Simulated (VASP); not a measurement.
# Co in VASP: single point with LDA

Aim: the single point of Co with LDA.

Program: VASP 6.6.1. These are calculated values, not measurements. Logs are shortened: lines on timing, memory, paths and dates and some standing lists are left out, and cuts for length are marked.

### 1 The cell of the first run

The cell holds a slab with vacuum, 6 atoms: a = 2.430 Å, b = 3.918 Å, c = 20.909 Å, α = 90.00°, β = 90.00°, γ = 90.00°.

### 2 Single point, LDA, collinear spin, ferromagnetic start

The input, INCAR:

```
SYSTEM = Co
PREC = Accurate ; ENCUT = 520
EDIFF = 1E-7 ; ISMEAR = -1
SIGMA = 0.05 ; LREAL = .FALSE.
LASPH = .TRUE. ; NELM = 150
ALGO = Normal ; ISIF = 2
LWAVE = .FALSE. ; LCHARG = .TRUE.
ISPIN = 2 ; MAGMOM = 1.7 1.7 1.7 1.7 1.7 1.7
LORBIT = 11 ; LMAXMIX = 4
LDIPOL = .TRUE. ; IDIPOL = 3
DIPOL = 0.5 0.5 0.500 ; GGA = CA
LELF = .TRUE. ; LVHAR = .TRUE.
LVACPOTAV = .TRUE. ; NBANDS = 40
```

The input, KPOINTS:

```
Automatic mesh
0
G
  15 9 1
  0 0 0
```

The input, POSCAR:

```
Co
1.0
    2.4295452198      0.0000000000      0.0000000000
    0.0000000000      3.9181164580      0.0000000000
    0.0000000000      0.0000000000     20.9094000000
Co
6
Direct
    0.7500000000      0.7500000000      0.3866734417
    0.2500000000      0.2500000000      0.4150124847
    0.2500000000      0.7500000000      0.4838210123
    0.7500000000      0.2500000000      0.5161789891
    0.7500000000      0.7500000000      0.5849875152
    0.2500000000      0.2500000000      0.6133265571
```

Potentials or basis: VASP PAW LDA potentials, release 64 (Co).

On the command line:

```sh
$ cat potpaw_LDA.64/Co/POTCAR > POTCAR
$ mpirun -np 1 vasp_std > vasp.out
```

OUTCAR:

```text
SYSTEM = Co
   PREC = Accurate
   ENCUT = 520
   EDIFF = 1E-7
   ISMEAR = -1
   LREAL = .FALSE.
   LASPH = .TRUE.
   NELM = 150
   ISIF = 2
   ISPIN = 2
   LORBIT = 11
   GGA = CA

 ion  position               nearest neighbor table
   1  0.750  0.750  0.387-   3 2.37   3 2.37   2 2.38   2 2.38   2 2.38   2 2.38
   2  0.250  0.250  0.415-   1 2.38   1 2.38   1 2.38   1 2.38   3 2.43   3 2.43   4 2.44   4 2.44

   3  0.250  0.750  0.484-   1 2.37   1 2.37   4 2.40   4 2.40   4 2.40   4 2.40   2 2.43   2 2.43
                             5 2.44   5 2.44
   4  0.750  0.250  0.516-   6 2.37   6 2.37   3 2.40   3 2.40   3 2.40   3 2.40   5 2.43   5 2.43
                             2 2.44   2 2.44
   5  0.750  0.750  0.585-   6 2.38   6 2.38   6 2.38   6 2.38   4 2.43   4 2.43   3 2.44   3 2.44

   6  0.250  0.250  0.613-   4 2.37   4 2.37   5 2.38   5 2.38   5 2.38   5 2.38

  LATTYP: Found a simple orthorhombic cell.
 ALAT       =     2.4295452198
 B/A-ratio  =     1.6126954238
 C/A-ratio  =     8.6063020476

  Lattice vectors:

 A1 = (   2.4295452198,   0.0000000000,   0.0000000000)
 A2 = (   0.0000000000,   3.9181164580,   0.0000000000)
 A3 = (   0.0000000000,   0.0000000000,  20.9094000000)

Analysis of symmetry for initial positions (statically):
=====================================================================
 Subroutine PRICEL returns:
 Original cell was already a primitive cell.

 Routine SETGRP: Setting up the symmetry group for a
 simple orthorhombic supercell.

 Subroutine GETGRP returns: Found  8 space group operations
 (whereof  2 operations were pure point group operations)
 out of a pool of  8 trial point group operations.

The static configuration has the point symmetry S_2 .
 The point group associated with its full space group is D_2h.

Analysis of symmetry for dynamics (positions and initial velocities):
=====================================================================
 Subroutine PRICEL returns:
 Original cell was already a primitive cell.

 Routine SETGRP: Setting up the symmetry group for a
 simple orthorhombic supercell.

 Subroutine GETGRP returns: Found  8 space group operations
 (whereof  2 operations were pure point group operations)
 out of a pool of  8 trial point group operations.

The dynamic configuration has the point symmetry S_2 .
 The point group associated with its full space group is D_2h.

Analysis of structural, dynamic, and magnetic symmetry:
=====================================================================
 Subroutine PRICEL returns:
 Original cell was already a primitive cell.

 Routine SETGRP: Setting up the symmetry group for a
 simple orthorhombic supercell.

 Subroutine GETGRP returns: Found  8 space group operations
 (whereof  2 operations were pure point group operations)
 out of a pool of  8 trial point group operations.

The overall configuration has the point symmetry S_2 .
 The point group associated with its full space group is D_2h.

 Subroutine INISYM returns: Found  8 space group operations
 (whereof  2 operations are pure point group operations),
 and found     1 'primitive' translations

----------------------------------------------------------------------------------------

                                     Primitive cell

  volume of cell :     199.0416

  direct lattice vectors                    reciprocal lattice vectors
     2.429545220  0.000000000  0.000000000     0.411599666  0.000000000  0.000000000
     0.000000000  3.918116458  0.000000000     0.000000000  0.255224675  0.000000000
     0.000000000  0.000000000 20.909400000     0.000000000  0.000000000  0.047825380

  length of vectors
     2.429545220  3.918116458 20.909400000     0.411599666  0.255224675  0.047825380

  position of ions in fractional coordinates (direct lattice)
     0.750000000  0.750000000  0.386673442
     0.250000000  0.250000000  0.415012485
     0.250000000  0.750000000  0.483821012
     0.750000000  0.250000000  0.516178989
     0.750000000  0.750000000  0.584987515
     0.250000000  0.250000000  0.613326557

  ion indices of the primitive-cell ions
   primitive index   ion index
                 1           1
                 2           2
                 3           3
                 4           4
                 5           5
                 6           6

----------------------------------------------------------------------------------------

 KPOINTS: Automatic mesh

Automatic generation of k-mesh.
 Grid dimensions read from file:
 generate k-points for:   15    9    1

 Generating k-lattice:

  Cartesian coordinates                     Fractional coordinates (reciprocal lattice)
     0.027439978  0.000000000  0.000000000     0.066666667  0.000000000  0.000000000
     0.000000000  0.028358297  0.000000000     0.000000000  0.111111111  0.000000000
     0.000000000  0.000000000  0.047825380     0.000000000  0.000000000  1.000000000

  Length of vectors
     0.027439978  0.028358297  0.047825380

  Shift w.r.t. Gamma in fractional coordinates (k-lattice)
     0.000000000  0.000000000  0.000000000

 Subroutine IBZKPT returns following result:
 ===========================================

 Found     40 irreducible k-points:

 Following reciprocal coordinates:
            Coordinates               Weight
  0.000000  0.000000  0.000000      1.000000
  0.066667  0.000000  0.000000      2.000000
  0.133333  0.000000  0.000000      2.000000
  0.200000  0.000000  0.000000      2.000000
  0.266667  0.000000  0.000000      2.000000
  0.333333  0.000000  0.000000      2.000000
[... 16 lines left out ...]
  0.400000  0.222222  0.000000      4.000000
  0.466667  0.222222  0.000000      4.000000
 [... further k-points ...]
   k-points           NKPTS =     40   k-points in BZ     NKDIM =     40   number of bands    NBANDS=     40
   number of dos      NEDOS =    301   number of ions     NIONS =      6
   total plane-waves  NPLWV =  86400
   dimension x,y,z NGX =    18 NGY =   30 NGZ =  160
   dimension x,y,z NGXF=    36 NGYF=   60 NGZF=  320
   ions per type =               6
   NGX,Y,Z   is equivalent  to a cutoff of  12.32, 12.73, 12.72 a.u.
   NGXF,Y,Z  is equivalent  to a cutoff of  24.63, 25.46, 25.44 a.u.
 SYSTEM =  Co
   PREC   = accura    normal or accurate (medium, high low for compatibility)
   ISTART =      0    job   : 0-new  1-cont  2-samecut
   ICHARG =      2    charge: 1-file 2-atom 10-const
   ISPIN  =      2    spin polarized calculation?
   LNONCOLLINEAR =      F non collinear calculations
   LSORBIT =      F    spin-orbit coupling
   LASPH  =      T    aspherical Exc in radial PAW
   ENCUT  =  520.0 eV  38.22 Ry    6.18 a.u.   4.52  7.29 38.88*2*pi/ulx,y,z
   NELM   =    150;   NELMIN=  2; NELMDL= -5     # of ELM steps
   EDIFF  = 0.1E-06   stopping-criterion for ELM
   LREAL  =      F    real-space projection
   EDIFFG = 0.1E-05   stopping-criterion for IOM
   NSW    =      0    number of steps for IOM
   IBRION =     -1    ionic relax: 0-MD 1-quasi-New 2-CG
   NFREE  =      0    steps in history (QN), initial steepest desc. (CG)
   ISIF   =      2    stress and relaxation
   ISYM   =      2    0-nonsym 1-usesym 2-fastsym
   POTIM  = 0.5000    time-step for ionic-motion
   TEBEG  =    0.0;   TEEND  =   0.0 temperature during run
   PSTRESS=    0.0 pullay stress
   NELECT =      54.0000    total number of electrons
   NUPDOWN=      -1.0000    fix difference up-down
   EMIN   =  10.00;   EMAX   =-10.00  energy-range for DOS
   EFERMI =   0.00;   METHOD = LEGACY
   ISMEAR =    -1;   SIGMA  =   0.05  broadening in eV -4-tet -1-fermi 0-gaus
   EFERMI_NEDOS =   21; number of points for ismear=-14 and -15
   IALGO  =     38    algorithm
   IMIX   =      4    mixing-type and parameters
     AMIX     =   0.40;   BMIX     =  1.00
     AMIX_MAG =   1.60;   BMIX_MAG =  1.00
  volume/ion in A,a.u.               =      33.17       223.87
  Fermi-wavevector in a.u.,A,eV,Ry     =   1.059802  2.002736 15.281799  1.123181
  Thomas-Fermi vector in A             =   2.195161
   LORBIT       =     11    0 simple, 1 ext, 2 COOP (PROOUT), +10 PAW based schemes
   GGA     = CA    functional components
   LHFCALC =     F    Hartree Fock is set to
   AEXX    =    0.0000 exact exchange contribution
   IVDW    =     0    specifies the selected vdW correction
   LEPSILON=     F    determine dielectric tensor
   LRPA    =     F    only Hartree local field effects (RPA)
 spin polarized calculation
  energy-cutoff  :      520.00
  volume of cell :      199.04
 maximum number of plane-waves:      5439
 NGX is ok and might be reduce to    18
   NGX =  9   NGY = 15   NGZ = 77

 number of electron      54.0000000 magnetization      10.2000000

 dipolmoment           0.000000      0.000000      0.000000 electrons x Angstroem

 number of electron      54.0000015 magnetization       9.6968762

 dipolmoment           0.000000      0.000000     -0.000000 electrons x Angstroem

 Free energy of the ion-electron system (eV)
  ---------------------------------------------------
  ext. energy  EPLUGINS =         0.00000000
  ---------------------------------------------------
  free energy    TOTEN  =       -45.25725215 eV

  energy without entropy =      -45.21044445  energy(sigma->0) =      -45.23384830

 E-fermi :  -0.1418     XC(G=0):  -5.2951

 val. band max:       -0.1480403987   @ k =   0.4000   0.3333   0.0000
 cond. band min:      -0.1411785768   @ k =   0.3333   0.2222   0.0000
 fundamental gap:      0.0068618219
 Fermi energy:        -0.1418207917

 spin component 1

 k-point     1 :       0.0000    0.0000    0.0000
  band No.  band energies     occupation
      1      -8.8985      1.00000
      2      -6.9562      1.00000
      3      -5.5286      1.00000
      4      -5.2540      1.00000
      5      -5.0457      1.00000
      6      -4.7020      1.00000
[... 31 lines left out ...]
     38       4.9024      0.00000
     39       5.2769      0.00000
[... 964 lines left out ...]
     38       7.8143      0.00000
     39       7.9675      0.00000

 [... further k-points ...]

 spin component 2

 k-point     1 :       0.0000    0.0000    0.0000
  band No.  band energies     occupation
      1      -8.6852      1.00000
      2      -6.6719      1.00000
      3      -4.8504      1.00000
      4      -4.2799      1.00000
      5      -3.9322      1.00000
      6      -3.6088      1.00000
[... 31 lines left out ...]
     38       4.9986      0.00000
     39       5.4107      0.00000
[... 964 lines left out ...]
     38       8.3722      0.00000
     39       8.5916      0.00000

 [... further k-points ...]

 [bands above 39 left out]

------------------------ aborting loop because EDIFF is reached ----------------------------------------

  FORCE on cell =-STRESS in cart. coord.  units (eV):
  Direction    XX          YY          ZZ          XY          YZ          ZX
  --------------------------------------------------------------------------------------
  -------------------------------------------------------------------------------------
  Total       -3.3498461     -3.2300319     -0.2551644     -0.0000000      0.0000000      0.0000000
  in kB      -26.9644480    -26.0000085     -2.0539355     -0.0000000      0.0000000      0.0000000
  external PRESSURE =     -18.3394640 kB  Pullay stress =       0.0000000 kB

 VOLUME and BASIS-vectors are now :
 -----------------------------------------------------------------------------
  energy-cutoff  :      520.00
  volume of cell :      199.04
      direct lattice vectors                 reciprocal lattice vectors
     2.429545220  0.000000000  0.000000000     0.411599666  0.000000000  0.000000000
     0.000000000  3.918116458  0.000000000     0.000000000  0.255224675  0.000000000
     0.000000000  0.000000000 20.909400000     0.000000000  0.000000000  0.047825380

 POSITION                                       TOTAL-FORCE (eV/Angst)
 -----------------------------------------------------------------------------------
      1.82216      2.93859      8.08511        -0.000000      0.000000      0.040283
      0.60739      0.97953      8.67766         0.000000     -0.000000      0.016553
      0.60739      2.93859     10.11641        -0.000000      0.000000     -0.000452
      1.82216      0.97953     10.79299        -0.000000      0.000000      0.000452
      1.82216      2.93859     12.23174        -0.000000      0.000000     -0.016553
      0.60739      0.97953     12.82429        -0.000000      0.000000     -0.040283
 -----------------------------------------------------------------------------------
    total drift:                                0.000000      0.000000     -0.000002

  FREE ENERGIE OF THE ION-ELECTRON SYSTEM (eV)
  ---------------------------------------------------
  free  energy   TOTEN  =       -45.2572521524 eV

  energy  without entropy=      -45.2104444458  energy(sigma->0) =      -45.23384830

 vacuum level on the upper side and lower side of the slab         5.006         5.006

 total charge

# of ion       s       p       d       tot
------------------------------------------
    1        0.515   0.429   7.299   8.242
    2        0.520   0.510   7.310   8.340
    3        0.524   0.591   7.350   8.465
    4        0.524   0.591   7.350   8.465
    5        0.520   0.510   7.310   8.340
    6        0.515   0.429   7.299   8.242
--------------------------------------------------
tot          3.118   3.059  43.917  50.094

 magnetization (x)

# of ion       s       p       d       tot
------------------------------------------
    1       -0.005  -0.020   1.705   1.680
    2       -0.012  -0.031   1.597   1.554
    3       -0.012  -0.038   1.612   1.562
    4       -0.012  -0.038   1.612   1.562
    5       -0.012  -0.031   1.597   1.554
    6       -0.005  -0.020   1.705   1.680
--------------------------------------------------
tot         -0.057  -0.177   9.827   9.593
```

Wall time 47 min (1 thread of Oxide Virtual Turin-like, shared host); peak memory 0.49 GiB.

Results:

- Free energy: -45.2573 eV
- Largest force: 0.040 eV/Å
- Net moment: 9.70 μB per cell
- Site moments: Co +1.68, +1.55, +1.56 (each value once) μB
- Valence electrons inside the program's atomic spheres: Co 8.24, 8.34, 8.46 (each value once)

Forces in eV/Å, atoms in the order of the input:
```
Co   0.000  0.000  0.040
Co   0.000  0.000  0.017
Co   0.000  0.000  0.000
Co   0.000  0.000  0.000
Co   0.000  0.000 -0.017
Co   0.000  0.000 -0.040
```
